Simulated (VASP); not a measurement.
# CdS (F-43m) in VASP: notebook, part 2 of 2

VASP 6.6.1.

## (4) Single point, r2SCAN (26.92 Å³/atom)

This run uses another cell than the first one, of 26.92 Å³/atom.

Input file POSCAR:

```
CdS
1.0
    0.0000000000      2.9968611407      2.9968611407
    2.9968611407      0.0000000000      2.9968611407
    2.9968611407      2.9968611407      0.0000000000
Cd S
1 1
Direct
    0.0000000000      0.0000000000      0.0000000000
    0.2500000000      0.2500000000      0.2500000000
```

Input file INCAR.step1:

```
SYSTEM = CdS
PREC = Accurate
ENCUT = 550
ISMEAR = 0
SIGMA = 0.01
LREAL = .False.
LASPH = .True.
NELM = 120
NBANDS = 16
GGA = PE
ALGO = Normal
EDIFF = 1E-5
LWAVE = .True.
LCHARG = .False.
GGA_COMPAT = .False.
```

Input file INCAR.step2:

```
SYSTEM = CdS
PREC = Accurate
ENCUT = 550
EDIFF = 1E-6
ISMEAR = 0
SIGMA = 0.01
LREAL = .False.
LASPH = .True.
NELM = 120
ALGO = Normal
ISIF = 2
LWAVE = .False.
LCHARG = .False.
METAGGA = R2SCAN
LMIXTAU = .True.
NBANDS = 16
ISTART = 1
GGA_COMPAT = .False.
```

Input file KPOINTS:

```
Automatic mesh
0
Gamma
  6 6 6
  0 0 0
```

Potentials or basis: VASP PAW PBE potentials, release 64 (Cd, S).

Command:

```console
> cat potpaw_PBE.64/Cd/POTCAR potpaw_PBE.64/S/POTCAR > POTCAR
> cp INCAR.step1 INCAR
> mpirun -np 1 vasp_std > vasp.out
> cp INCAR.step2 INCAR
> mpirun -np 1 vasp_std > vasp.out
```

OUTCAR:

```text
SYSTEM = CdS
   PREC = Accurate
   ENCUT = 550
   EDIFF = 1E-6
   ISMEAR = 0
   LREAL = .False.
   LASPH = .True.
   NELM = 120
   ISIF = 2
   METAGGA = R2SCAN
   ISTART = 1

 ion  position               nearest neighbor table
   1  0.000  0.000  0.000-   2 2.60   2 2.60   2 2.60   2 2.60
   2  0.250  0.250  0.250-   1 2.60   1 2.60   1 2.60   1 2.60

  LATTYP: Found a face centered cubic cell.
 ALAT       =     5.9937222814

  Lattice vectors:

 A1 = (   0.0000000000,   2.9968611407,   2.9968611407)
 A2 = (   2.9968611407,   0.0000000000,   2.9968611407)
 A3 = (   2.9968611407,   2.9968611407,   0.0000000000)

Analysis of symmetry for initial positions (statically):
=====================================================================
 Subroutine PRICEL returns:
 Original cell was already a primitive cell.

 Routine SETGRP: Setting up the symmetry group for a
 face centered cubic supercell.

 Subroutine GETGRP returns: Found 24 space group operations
 (whereof 24 operations were pure point group operations)
 out of a pool of 48 trial point group operations.

The static configuration has the point symmetry T_d .
[... 149 lines left out ...]

  energy without entropy =      -29.65857713  energy(sigma->0) =      -29.65857713

 E-fermi :   0.5012     XC(G=0):  -9.3356

 val. band max:        0.3868298936   @ k =   0.0000   0.0000   0.0000
 cond. band min:       1.7850790425   @ k =   0.0000   0.0000   0.0000
 fundamental gap:      1.3982491489
 Fermi energy:         0.5011586985

 k-point     1 :       0.0000    0.0000    0.0000
  band No.  band energies     occupation
      1     -12.0073      2.00000
      2      -7.3277      2.00000
      3      -7.3277      2.00000
      4      -7.3277      2.00000
      5      -6.9251      2.00000
      6      -6.9251      2.00000
[... 281 lines left out ...]
      3      -7.1008      2.00000
      4      -6.9887      2.00000
      5      -6.8899      2.00000
      6      -6.4400      2.00000
[... 8 lines left out ...]
     15      14.0095      0.00000
     16      14.0256      0.00000

------------------------ aborting loop because EDIFF is reached ----------------------------------------

  FORCE on cell =-STRESS in cart. coord.  units (eV):
  Direction    XX          YY          ZZ          XY          YZ          ZX
  --------------------------------------------------------------------------------------
  -------------------------------------------------------------------------------------
  Total       -0.9698272     -0.9698272     -0.9698272      0.0000000      0.0000000     -0.0000000
  in kB      -28.8652343    -28.8652343    -28.8652343      0.0000000      0.0000000     -0.0000000
  external PRESSURE =     -28.8652343 kB  Pullay stress =       0.0000000 kB

 VOLUME and BASIS-vectors are now :
 -----------------------------------------------------------------------------
  energy-cutoff  :      550.00
  volume of cell :       53.83
      direct lattice vectors                 reciprocal lattice vectors
     0.000000000  2.996861141  2.996861141    -0.166841230  0.166841230  0.166841230
     2.996861141  0.000000000  2.996861141     0.166841230 -0.166841230  0.166841230
     2.996861141  2.996861141  0.000000000     0.166841230  0.166841230 -0.166841230

 POSITION                                       TOTAL-FORCE (eV/Angst)
 -----------------------------------------------------------------------------------
      0.00000      0.00000      0.00000        -0.000000      0.000000      0.000000
      1.49843      1.49843      1.49843         0.000000     -0.000000     -0.000000
 -----------------------------------------------------------------------------------
    total drift:                                0.000000      0.000000     -0.000000

  FREE ENERGIE OF THE ION-ELECTRON SYSTEM (eV)
  ---------------------------------------------------
  free  energy   TOTEN  =       -29.6585771254 eV

  energy  without entropy=      -29.6585771254  energy(sigma->0) =      -29.65857713
```

OUTCAR.step1:

```text
SYSTEM = CdS
   PREC = Accurate
   ENCUT = 550
   ISMEAR = 0
   LREAL = .False.
   LASPH = .True.
[... 514 lines left out ...]
      0.00000      0.00000      0.00000        -0.000000     -0.000000     -0.000000
      1.49843      1.49843      1.49843         0.000000      0.000000      0.000000
 -----------------------------------------------------------------------------------
    total drift:                                0.000000      0.000000     -0.000000

  FREE ENERGIE OF THE ION-ELECTRON SYSTEM (eV)
  ---------------------------------------------------
  free  energy   TOTEN  =        -6.1386792462 eV

  energy  without entropy=       -6.1386792462  energy(sigma->0) =       -6.13867925
```

OSZICAR.step1:

```text
N       E                     dE             d eps       ncg     rms          rms(c)
DAV:   1     0.113655820739E+03    0.11366E+03   -0.91153E+03   512   0.106E+03
DAV:   2    -0.207905353815E+01   -0.11573E+03   -0.10838E+03   624   0.259E+02
DAV:   3    -0.667279643319E+01   -0.45937E+01   -0.45847E+01   656   0.536E+01
DAV:   4    -0.670169669183E+01   -0.28900E-01   -0.28897E-01   624   0.414E+00
DAV:   5    -0.670211966521E+01   -0.42297E-03   -0.42297E-03   672   0.468E-01    0.682E+00
DAV:   6    -0.615507785392E+01    0.54704E+00   -0.89259E-01   760   0.110E+01    0.566E+00
DAV:   7    -0.613836745974E+01    0.16710E-01   -0.17836E-01   624   0.288E+00    0.287E+00
DAV:   8    -0.613845806377E+01   -0.90604E-04   -0.15390E-02   600   0.150E+00    0.248E-01
DAV:   9    -0.613842682955E+01    0.31234E-04   -0.17904E-03   624   0.571E-01    0.658E-02
DAV:  10    -0.613859492488E+01   -0.16810E-03   -0.24982E-04   632   0.142E-01    0.758E-02
DAV:  11    -0.613868637475E+01   -0.91450E-04   -0.14643E-04   648   0.862E-02    0.269E-02
DAV:  12    -0.613867924616E+01    0.71286E-05   -0.18540E-05   464   0.506E-02
   1 F= -.61386792E+01 E0= -.61386792E+01  d E =-.503357E-13
```

It took 25 s on 1 thread of Intel Xeon 6975P-C (Granite Rapids), shared host; peak memory 0.18 GiB.

Results:

```
Free energy            : -29.6586 eV
Pressure               : -2.9 GPa
Band gap on the k mesh : 1.40 eV
```

Caveat: the PAW data sets were made with another functional, which shifts forces and pressure a little.

## (5) Single point, PBE

Input file INCAR:

```
PREC = Accurate
ENCUT = 500
EDIFF = 1E-6
ISMEAR = 0
SIGMA = 0.01
LREAL = F
LASPH = T
NELM = 120
ALGO = Normal
ISIF = 2
LWAVE = F
LCHARG = F
GGA = PE
NBANDS = 16
GGA_COMPAT = F
```

Input file KPOINTS:

```
regular mesh
0
Gamma
  8 8 8
```

Input file POSCAR:

```
CdS
1.0
    0.0000000000      2.9392148419      2.9392148419
    2.9392148419      0.0000000000      2.9392148419
    2.9392148419      2.9392148419      0.0000000000
Cd S
1 1
Direct
    0.0000000000      0.0000000000      0.0000000000
    0.2500000000      0.2500000000      0.2500000000
```

Command:

```console
> cat potpaw_PBE.64/Cd/POTCAR potpaw_PBE.64/S/POTCAR > POTCAR
> mpirun -np 1 vasp_std > vasp.out
```

It took 13 s on 1 thread of Intel Xeon 6975P-C (Granite Rapids), shared host; peak memory 0.17 GiB.

Results (log left out):

| Quantity | Value |
| --- | --- |
| Free energy | -6.1392 eV |
| Pressure | 1.7 GPa |
| Band gap on the k mesh | 1.10 eV |

Levels at points of the mesh, in eV from the valence-band top:
```csv
k point,band 5,band 6,band 7,band 8,band 9,band 10,band 11,band 12,band 13,band 14
"(0.00, 0.00, 0.00)",-7.20,-7.20,0.00,0.00,0.00,1.10,6.55,6.55,6.55,11.31
"(0.50, 0.00, 0.00)",-7.16,-6.84,-4.26,-0.72,-0.72,2.98,7.01,7.01,7.41,11.02
"(0.50, 0.50, 0.00)",-7.12,-6.78,-3.85,-1.80,-1.80,3.59,4.32,9.14,10.64,10.64
```

## (6) Single point, r2SCAN

POSCAR is that of step 5.

Input file INCAR.step1:

```
SYSTEM = CdS
PREC = Accurate
ENCUT = 550
ISMEAR = 0
SIGMA = 0.01
LREAL = .FALSE.
LASPH = .TRUE.
NELM = 120
NBANDS = 16
GGA = PE
ALGO = Normal
EDIFF = 1E-5
LWAVE = .TRUE.
LCHARG = .FALSE.
GGA_COMPAT = .FALSE.
```

Input file INCAR.step2:

```
SYSTEM = CdS
PREC = Accurate
ENCUT = 550
EDIFF = 1E-6
ISMEAR = 0
SIGMA = 0.01
LREAL = .FALSE.
LASPH = .TRUE.
NELM = 120
ALGO = Normal
ISIF = 2
LWAVE = .FALSE.
LCHARG = .TRUE.
METAGGA = R2SCAN
LMIXTAU = .TRUE.
LELF = .TRUE.
LVHAR = .TRUE.
NBANDS = 16
ISTART = 1
GGA_COMPAT = .FALSE.
```

Input file KPOINTS:

```
Automatic mesh
0
G
  8 8 8
  0 0 0
```

Potentials or basis: VASP PAW PBE potentials, release 64 (Cd, S).

Command:

```console
> cat potpaw_PBE.64/Cd/POTCAR potpaw_PBE.64/S/POTCAR > POTCAR
> cp INCAR.step1 INCAR
> mpirun -np 1 vasp_std > vasp.out
> cp INCAR.step2 INCAR
> mpirun -np 1 vasp_std > vasp.out
```

Wall time 35 s (1 thread of Intel Xeon 6975P-C (Granite Rapids), shared host); peak memory 0.19 GiB.

The run converged. Its results:

```yaml
Free_energy: -29.6859 eV
Pressure: 0.3 GPa
Band_gap_on_the_k_mesh: 1.54 eV
```

Levels at points of the mesh, in eV from the valence-band top:
```
           k point  band 7  band 8  band 9  band 10  band 11  band 12
(0.00, 0.00, 0.00)    0.00    0.00    0.00     1.54     7.08     7.08
(0.50, 0.00, 0.00)   -4.32   -0.73   -0.73     3.44     7.48     7.48
(0.50, 0.50, 0.00)   -3.87   -1.84   -1.84     3.88     4.73     9.69
```

Caveat: the PAW data sets were made with another functional, which shifts forces and pressure a little.

## (7) The runs side by side

| level | cell | k mesh | cutoff (eV) | gap on the mesh (eV) | pressure (GPa) |
| --- | --- | --- | --- | --- | --- |
| r2SCAN | a = 4.157 Å, angles 60.0°, 2 atoms | 6 × 6 × 6 | 550 | 1.54 | 0.3 |
| r2SCAN | a = 4.198 Å, angles 60.0°, 2 atoms | 6 × 6 × 6 | 550 | 1.47 | -1.4 |
| r2SCAN | a = 4.238 Å, angles 60.0°, 2 atoms | 6 × 6 × 6 | 550 | 1.40 | -2.9 |
| PBE | a = 4.157 Å, angles 60.0°, 2 atoms | 8 × 8 × 8 | 500 | 1.10 | 1.7 |
| r2SCAN | a = 4.157 Å, angles 60.0°, 2 atoms | 8 × 8 × 8 | 550 | 1.54 | 0.3 |

Alike in all rows: task single point; potentials or basis VASP PAW PBE potentials, release 64 (Cd, S); no spin polarisation; smearing gaussian 0.01 eV.

On the cell as given the gap runs from 1.10 eV (PBE) to 1.54 eV (r2SCAN); the meshes differ, which moves gaps too. The pressure there spans 0.3 GPa (r2SCAN) to 1.7 GPa (PBE); a positive pressure means that this level wants a larger cell, a negative one a smaller.

Caveats: the PAW data sets were made with another functional, which shifts forces and pressure a little (at least some runs).

Absolute energies hang on the potentials; compare differences alone.
